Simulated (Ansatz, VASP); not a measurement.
## Zr in VASP and in Ansatz

```
Zr
1.0
     3.22155    0.00000    0.00000
    -1.61078    2.78995    0.00000
     0.00000    0.00000   10.41672
Zr
4
Cartesian
  0.0000 0.0000 0.0000
  0.0000 0.0000 5.2084
  0.0000 1.8600 7.8125
  1.6108 0.9300 2.6042
```

Alike in both runs: functional PBE; k mesh 15 × 15 × 4; occupations gaussian, width 0.1 eV; no spin polarisation.

Ansatz relaxed the structure, and its values are those at the end. VASP's run is a single point on that final structure, the one shown.

```csv
,VASP,Ansatz
version,VASP 6.6.1,Ansatz 0.2.0
potentials or method,"VASP PAW PBE potentials, release 64 (Zr_sv), cutoff 520 eV","scalar-relativistic, plane waves, PAW"
valence electrons in the cell,48,48
```

|  | VASP | Ansatz | Ansatz less VASP |
| --- | --- | --- | --- |
| gap on the k mesh at the Fermi level (eV) | none | none | - |
| pressure (GPa) | 0.0 | 0.0 | -0.02 |

A gap of «none» marks a metal or a gap that the smearing closes.
